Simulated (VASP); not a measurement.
# Al2O3 (I4_1/amd) in VASP: single point with PBE

Aim: the single point of Al2O3 with PBE.

Program: VASP 6.6.1. These are calculated values, not measurements. Logs are shortened: lines on timing, memory, paths and dates and some standing lists are left out, and cuts for length are marked.

**1. The cell of the first run**

Symmetry: I4_1/amd, No. 141, tetragonal system. Conventional cell: a = 14.942 Å, b = 14.942 Å, c = 9.044 Å, α = 90.00°, β = 90.00°, γ = 90.00°. Within 2.2 Å of Al (site symmetry m) lie 3 O at 1.68 to 1.70 Å. O (site symmetry 2/m) has 2 Al at 1.68 Å within 2.2 Å. Within 2.3 Å of O (site symmetry 2) lie 2 Al at 1.70 Å.

The cell was built from a structure type or drawn by symmetry, and may not be a known phase.

**2. Single point, PBE**

Contents of INCAR:

```
SYSTEM = Al2O3
ALGO = Normal
EDIFF = 1E-7
ENCUT = 520
GGA = PE
ISIF = 2
ISMEAR = 0
LASPH = .TRUE.
LCHARG = .FALSE.
LREAL = Auto
LWAVE = .FALSE.
NBANDS = 64
NELM = 60
PREC = Accurate
SIGMA = 0.1
```

Contents of KPOINTS:

```
k-points
0
G
  2 2 2
  0 0 0
```

Contents of POSCAR:

```
Al2O3
1.0
   -7.4710668233      7.4710668233      4.5220521644
    7.4710668233     -7.4710668233      4.5220521644
    7.4710668233      7.4710668233     -4.5220521644
Al O
8 12
Direct
    0.8927084665      0.0420158251      0.8506926414
    0.1913231837      0.0420158251      0.1493073586
    0.7920158251      0.4413231837      0.6493073586
    0.7920158251      0.1427084665      0.3506926414
    0.5586768163      0.2079841749      0.3506926414
    0.8572915335      0.2079841749      0.6493073586
    0.9579841749      0.8086768163      0.8506926414
    0.9579841749      0.1072915335      0.1493073586
    0.8750000000      0.1250000000      0.7500000000
    0.9019488280      0.9019488280      0.8038976560
    0.9019488280      0.0980511720      0.0000000000
    0.3750000000      0.1250000000      0.2500000000
    0.0980511720      0.9019488280      0.0000000000
    0.0980511720      0.0980511720      0.1961023440
    0.6519488280      0.3480511720      0.5000000000
    0.8480511720      0.3480511720      0.6961023440
    0.8750000000      0.6250000000      0.7500000000
    0.6519488280      0.1519488280      0.3038976560
    0.8480511720      0.1519488280      0.5000000000
    0.8750000000      0.1250000000      0.2500000000
```

Potentials or basis: VASP PAW PBE potentials, release 64 (Al, O).

Run with:

```console
$ cat potpaw_PBE.64/Al/POTCAR potpaw_PBE.64/O/POTCAR > POTCAR
$ mpirun -np 1 vasp_std > vasp.out
```

OUTCAR:

```text
SYSTEM = Al2O3
   EDIFF = 1E-7
   ENCUT = 520
   GGA = PE
   ISIF = 2
   ISMEAR = 0
   LASPH = .TRUE.
   LREAL = Auto
   NELM = 60
   PREC = Accurate

 ion  position               nearest neighbor table
   1  0.893  0.042  0.851-   9 1.68  11 1.70  10 1.70   8 3.25   7 3.25   6 3.36
   2  0.191  0.042  0.149-  12 1.68  13 1.70  14 1.70   7 3.25   8 3.25   5 3.36
   3  0.792  0.441  0.649-  17 1.68  15 1.70  16 1.70   5 3.25   6 3.25   7 3.36
   4  0.792  0.143  0.351-  20 1.68  19 1.70  18 1.70   6 3.25   5 3.25   8 3.36
   5  0.559  0.208  0.351-  12 1.68  15 1.70  18 1.70   3 3.25   4 3.25   2 3.36
   6  0.857  0.208  0.649-   9 1.68  19 1.70  16 1.70   4 3.25   3 3.25   1 3.36
   7  0.958  0.809  0.851-  17 1.68  13 1.70  10 1.70   2 3.25   1 3.25   3 3.36
   8  0.958  0.107  0.149-  20 1.68  11 1.70  14 1.70   1 3.25   2 3.25   4 3.36
   9  0.875  0.125  0.750-   1 1.68   6 1.68
  10  0.902  0.902  0.804-   7 1.70   1 1.70
  11  0.902  0.098  0.000-   1 1.70   8 1.70
  12  0.375  0.125  0.250-   2 1.68   5 1.68
  13  0.098  0.902  0.000-   2 1.70   7 1.70
  14  0.098  0.098  0.196-   2 1.70   8 1.70
  15  0.652  0.348  0.500-   3 1.70   5 1.70
  16  0.848  0.348  0.696-   3 1.70   6 1.70
  17  0.875  0.625  0.750-   3 1.68   7 1.68
  18  0.652  0.152  0.304-   5 1.70   4 1.70
  19  0.848  0.152  0.500-   4 1.70   6 1.70
  20  0.875  0.125  0.250-   4 1.68   8 1.68

  LATTYP: Found a body centered tetragonal cell.
 ALAT       =    14.9421336466
 C/A-ratio  =     0.6052752935

  Lattice vectors:

 A1 = (  -7.4710668233,   7.4710668233,   4.5220521644)
 A2 = (   7.4710668233,  -7.4710668233,   4.5220521644)
 A3 = (   7.4710668233,   7.4710668233,  -4.5220521644)

Analysis of symmetry for initial positions (statically):
=====================================================================
 Subroutine PRICEL returns:
 Original cell was already a primitive cell.

 Routine SETGRP: Setting up the symmetry group for a
 body centered tetragonal supercell.

 Subroutine GETGRP returns: Found 16 space group operations
 (whereof  8 operations were pure point group operations)
 out of a pool of 16 trial point group operations.

The static configuration has the point symmetry D_2d.
 The point group associated with its full space group is D_4h.

Analysis of symmetry for dynamics (positions and initial velocities):
=====================================================================
 Subroutine PRICEL returns:
 Original cell was already a primitive cell.

 Routine SETGRP: Setting up the symmetry group for a
 body centered tetragonal supercell.

 Subroutine GETGRP returns: Found 16 space group operations
 (whereof  8 operations were pure point group operations)
 out of a pool of 16 trial point group operations.

The dynamic configuration has the point symmetry D_2d.
 The point group associated with its full space group is D_4h.

 Subroutine INISYM returns: Found 16 space group operations
 (whereof  8 operations are pure point group operations),
 and found     1 'primitive' translations

----------------------------------------------------------------------------------------

                                     Primitive cell

  volume of cell :    1009.6266

  direct lattice vectors                    reciprocal lattice vectors
    -7.471066823  7.471066823  4.522052164     0.000000000  0.066924846  0.110569269
     7.471066823 -7.471066823  4.522052164     0.066924846  0.000000000  0.110569269
     7.471066823  7.471066823 -4.522052164     0.066924846  0.066924846  0.000000000

  length of vectors
    11.492720946 11.492720946 11.492720946     0.129245883  0.129245883  0.094646026

  position of ions in fractional coordinates (direct lattice)
     0.892708466  0.042015825  0.850692641
     0.191323184  0.042015825  0.149307359
     0.792015825  0.441323184  0.649307359
     0.792015825  0.142708466  0.350692641
     0.558676816  0.207984175  0.350692641
     0.857291534  0.207984175  0.649307359
[... 12 lines left out ...]
     0.848051172  0.151948828  0.500000000
     0.875000000  0.125000000  0.250000000

  ion indices of the primitive-cell ions
   primitive index   ion index
                 1           1
                 2           2
                 3           3
                 4           4
                 5           5
                 6           6
[... 12 lines left out ...]
                19          19
                20          20

----------------------------------------------------------------------------------------

 KPOINTS: k-points

Automatic generation of k-mesh.
 Grid dimensions read from file:
 generate k-points for:    2    2    2

 Generating k-lattice:

  Cartesian coordinates                     Fractional coordinates (reciprocal lattice)
     0.000000000  0.033462423  0.055284634     0.500000000  0.000000000 -0.000000000
     0.033462423  0.000000000  0.055284634     0.000000000  0.500000000 -0.000000000
     0.033462423  0.033462423  0.000000000     0.000000000  0.000000000  0.500000000

  Length of vectors
     0.064622941  0.064622941  0.047323013

  Shift w.r.t. Gamma in fractional coordinates (k-lattice)
     0.000000000  0.000000000  0.000000000

 Subroutine IBZKPT returns following result:
 ===========================================

 Found      4 irreducible k-points:

 Following reciprocal coordinates:
            Coordinates               Weight
  0.000000  0.000000  0.000000      1.000000
  0.500000  0.000000 -0.000000      4.000000
  0.500000  0.500000 -0.000000      2.000000
  0.500000  0.500000  0.500000      1.000000
   k-points           NKPTS =      4   k-points in BZ     NKDIM =      4   number of bands    NBANDS=     64
   number of dos      NEDOS =    301   number of ions     NIONS =     20
   total plane-waves  NPLWV = 729000
   dimension x,y,z NGX =    90 NGY =   90 NGZ =   90
   dimension x,y,z NGXF=   180 NGYF=  180 NGZF=  180
   ions per type =               8  12
   NGX,Y,Z   is equivalent  to a cutoff of  13.02, 13.02, 13.02 a.u.
   NGXF,Y,Z  is equivalent  to a cutoff of  26.04, 26.04, 26.04 a.u.
 SYSTEM =  Al2O3
   PREC   = accura    normal or accurate (medium, high low for compatibility)
   ISTART =      0    job   : 0-new  1-cont  2-samecut
   ICHARG =      2    charge: 1-file 2-atom 10-const
   ISPIN  =      1    spin polarized calculation?
   LNONCOLLINEAR =      F non collinear calculations
   LSORBIT =      F    spin-orbit coupling
   LASPH  =      T    aspherical Exc in radial PAW
   ENCUT  =  520.0 eV  38.22 Ry    6.18 a.u.  21.37 21.37 21.37*2*pi/ulx,y,z
   NELM   =     60;   NELMIN=  2; NELMDL= -5     # of ELM steps
   EDIFF  = 0.1E-06   stopping-criterion for ELM
   LREAL  =      T    real-space projection
   EDIFFG = 0.1E-05   stopping-criterion for IOM
   NSW    =      0    number of steps for IOM
   IBRION =     -1    ionic relax: 0-MD 1-quasi-New 2-CG
   NFREE  =      0    steps in history (QN), initial steepest desc. (CG)
   ISIF   =      2    stress and relaxation
   ISYM   =      2    0-nonsym 1-usesym 2-fastsym
   POTIM  = 0.5000    time-step for ionic-motion
   TEBEG  =    0.0;   TEEND  =   0.0 temperature during run
   PSTRESS=    0.0 pullay stress
   NELECT =      96.0000    total number of electrons
   NUPDOWN=      -1.0000    fix difference up-down
   EMIN   =  10.00;   EMAX   =-10.00  energy-range for DOS
   EFERMI =   0.00;   METHOD = LEGACY
   ISMEAR =     0;   SIGMA  =   0.10  broadening in eV -4-tet -1-fermi 0-gaus
   EFERMI_NEDOS =   21; number of points for ismear=-14 and -15
   IALGO  =     38    algorithm
   IMIX   =      4    mixing-type and parameters
     AMIX     =   0.40;   BMIX     =  1.00
     AMIX_MAG =   1.60;   BMIX_MAG =  1.00
  volume/ion in A,a.u.               =      50.48       340.66
  Fermi-wavevector in a.u.,A,eV,Ry     =   0.747214  1.412030  7.596523  0.558329
  Thomas-Fermi vector in A             =   1.843217
   LORBIT       =      0    0 simple, 1 ext, 2 COOP (PROOUT), +10 PAW based schemes
   GGA     = PE    functional components
   LHFCALC =     F    Hartree Fock is set to
   AEXX    =    0.0000 exact exchange contribution
   IVDW    =     0    specifies the selected vdW correction
   LEPSILON=     F    determine dielectric tensor
   LRPA    =     F    only Hartree local field effects (RPA)
 non-spin polarized calculation
 Gauss-broadening in eV      SIGMA  =   0.10
  energy-cutoff  :      520.00
  volume of cell :     1009.63
 maximum number of plane-waves:     27233
 NGX is ok and might be reduce to    90
   NGX = 43   NGY = 43   NGZ = 43

 number of electron      96.0000037 magnetization

 Free energy of the ion-electron system (eV)
  ---------------------------------------------------
  ext. energy  EPLUGINS =         0.00000000
  ---------------------------------------------------
  free energy    TOTEN  =      -137.87523025 eV

  energy without entropy =     -137.87523025  energy(sigma->0) =     -137.87523025

 E-fermi :  -3.7362     XC(G=0):  -3.6699

 val. band max:       -4.2522978749   @ k =   0.0000   0.0000   0.0000
 cond. band min:      -0.5746576820   @ k =   0.0000   0.0000   0.0000
 fundamental gap:      3.6776401929
 Fermi energy:        -3.7362025236

 k-point     1 :       0.0000    0.0000    0.0000
  band No.  band energies     occupation
      1     -21.1966      2.00000
      2     -20.9753      2.00000
      3     -20.9462      2.00000
      4     -20.9462      2.00000
      5     -20.7216      2.00000
      6     -20.6845      2.00000
[... 52 lines left out ...]
     59       2.2178      0.00000
     60       2.4792      0.00000

 k-point     2 :       0.5000    0.0000   -0.0000
  band No.  band energies     occupation
      1     -21.1642      2.00000
      2     -21.0733      2.00000
      3     -20.9464      2.00000
      4     -20.8516      2.00000
      5     -20.8045      2.00000
      6     -20.6839      2.00000
[... 52 lines left out ...]
     59       2.1865      0.00000
     60       2.3531      0.00000

 k-point     3 :       0.5000    0.5000   -0.0000
  band No.  band energies     occupation
      1     -21.1303      2.00000
      2     -21.1303      2.00000
      3     -20.8776      2.00000
      4     -20.8776      2.00000
      5     -20.7732      2.00000
      6     -20.7732      2.00000
[... 52 lines left out ...]
     59       2.4230      0.00000
     60       2.4231      0.00000

 k-point     4 :       0.5000    0.5000    0.5000
  band No.  band energies     occupation
      1     -21.1132      2.00000
      2     -21.1132      2.00000
      3     -20.9466      2.00000
      4     -20.9466      2.00000
      5     -20.6834      2.00000
      6     -20.6834      2.00000
[... 52 lines left out ...]
     59       2.5226      0.00000
     60       2.5226      0.00000
 [bands above 60 left out]

------------------------ aborting loop because EDIFF is reached ----------------------------------------

  FORCE on cell =-STRESS in cart. coord.  units (eV):
  Direction    XX          YY          ZZ          XY          YZ          ZX
  --------------------------------------------------------------------------------------
  -------------------------------------------------------------------------------------
  Total        0.4557104      0.4557104     -0.0382381      0.0000000     -0.0000000      0.0000000
  in kB        0.7231671      0.7231671     -0.0606800      0.0000000     -0.0000000      0.0000000
  external PRESSURE =       0.4618848 kB  Pullay stress =       0.0000000 kB

 VOLUME and BASIS-vectors are now :
 -----------------------------------------------------------------------------
  energy-cutoff  :      520.00
  volume of cell :     1009.63
      direct lattice vectors                 reciprocal lattice vectors
    -7.471066823  7.471066823  4.522052164     0.000000000  0.066924846  0.110569269
     7.471066823 -7.471066823  4.522052164     0.066924846  0.000000000  0.110569269
     7.471066823  7.471066823 -4.522052164     0.066924846  0.066924846  0.000000000

 POSITION                                       TOTAL-FORCE (eV/Angst)
 -----------------------------------------------------------------------------------
      0.00000     12.71116      0.38000         0.000000      0.010225     -0.007927
     -0.00000      2.23097      0.38000        -0.000000     -0.010225     -0.007927
      2.23097      7.47107      2.64102        -0.010225     -0.000000     -0.007927
     -2.23097      7.47107      2.64102         0.010225      0.000000     -0.007927
      0.00000      5.24010      1.88103         0.000000      0.010225      0.007927
     -0.00000      9.70204      1.88103         0.000000     -0.010225      0.007927
[... 12 lines left out ...]
     -1.46509      8.93616      2.26103         0.014595     -0.014595      0.000000
     -3.73553      7.47107      3.39154         0.000000     -0.000000      0.000000
 -----------------------------------------------------------------------------------
    total drift:                                0.000000     -0.000000     -0.000000

  FREE ENERGIE OF THE ION-ELECTRON SYSTEM (eV)
  ---------------------------------------------------
  free  energy   TOTEN  =      -137.8752302452 eV

  energy  without entropy=     -137.8752302452  energy(sigma->0) =     -137.87523025
```

Wall time 21 min (1 thread of Intel Xeon Platinum 8488C (Sapphire Rapids), shared host); peak memory 1.3 GiB.

What came out:

```
Free energy            : -137.8752 eV
Pressure               : 0.0 GPa
Largest force          : 0.021 eV/Å
Band gap on the k mesh : 3.68 eV
```

Forces in eV/Å, atoms in the order of the input:
```
Al   0.000  0.010 -0.008
Al   0.000 -0.010 -0.008
Al  -0.010  0.000 -0.008
Al   0.010  0.000 -0.008
Al   0.000  0.010  0.008
Al   0.000 -0.010  0.008
Al   0.010  0.000  0.008
Al  -0.010  0.000  0.008
O    0.000  0.000  0.000
O    0.015  0.015  0.000
O   -0.015  0.015  0.000
O    0.000  0.000  0.000
O    0.015 -0.015  0.000
O   -0.015 -0.015  0.000
O   -0.015  0.015  0.000
O   -0.015 -0.015  0.000
O    0.000  0.000  0.000
O    0.015  0.015  0.000
O    0.015 -0.015  0.000
O    0.000  0.000  0.000
```

Stress tensor (GPa, compression positive):
```
 0.07  0.00  0.00
 0.00  0.07  0.00
 0.00  0.00 -0.01
```
